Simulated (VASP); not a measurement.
A run of VASP 6.6.1:

INCAR

```
PREC     = Accurate       # precision mode
ENCUT    = 520            # plane-wave cutoff, eV
EDIFF    = 1E-6           # SCF threshold, eV
ISMEAR   = 0              # smearing method
SIGMA    = 0.1            # smearing width, eV
LREAL    = Auto         
LASPH    = T              # aspherical terms in the spheres
NELM     = 80             # most SCF steps
ALGO     = Normal         # electronic algorithm
ISIF     = 2              # what is computed and relaxed
LWAVE    = F              # write WAVECAR
LCHARG   = F              # write CHGCAR
GGA      = PE             # functional
NBANDS   = 52             # bands
```

Contents of KPOINTS:

```
regular mesh
0
Gamma
  4 4 4
```

The input POSCAR:

```
BaAlAgC6N6
1.0
    0.0000000000      5.1545000000      5.1545000000
    5.1545000000      0.0000000000      5.1545000000
    5.1545000000      5.1545000000      0.0000000000
Ba Al Ag C N
1 1 1 6 6
Direct
    0.7500000000      0.7500000000      0.7500000000
    0.5000000000      0.5000000000      0.5000000000
    0.0000000000      0.0000000000      0.0000000000
    0.8038607000      0.1961393000      0.1961393000
    0.1961393000      0.1961393000      0.8038607000
    0.8038607000      0.1961393000      0.8038607000
    0.1961393000      0.8038607000      0.8038607000
    0.8038607000      0.8038607000      0.1961393000
    0.1961393000      0.8038607000      0.1961393000
    0.6903676400      0.3096323600      0.3096323600
    0.3096323600      0.3096323600      0.6903676400
    0.6903676400      0.3096323600      0.6903676400
    0.3096323600      0.6903676400      0.6903676400
    0.6903676400      0.6903676400      0.3096323600
    0.3096323600      0.6903676400      0.3096323600
```

Potentials or basis: VASP PAW PBE potentials, release 64 (Ba_sv, Al, Ag, C, N).

Run with:

```sh
$ cat potpaw_PBE.64/Ba_sv/POTCAR potpaw_PBE.64/Al/POTCAR potpaw_PBE.64/Ag/POTCAR potpaw_PBE.64/C/POTCAR potpaw_PBE.64/N/POTCAR > POTCAR
$ mpirun -np 1 vasp_std > vasp.out
```

Hardware: 1 thread of Intel(R) Xeon(R) Platinum 8259CL CPU @ 2.50GHz (Skylake/Cascade Lake), with other jobs on the host.

Task: Estimate the wall time of this run.

Result: It took 5.9 min on 1 thread of Intel(R) Xeon(R) Platinum 8259CL CPU @ 2.50GHz (Skylake/Cascade Lake), with other jobs on the host, peak memory 0.44 GiB. Counts: scf iterations 18, k points 8.
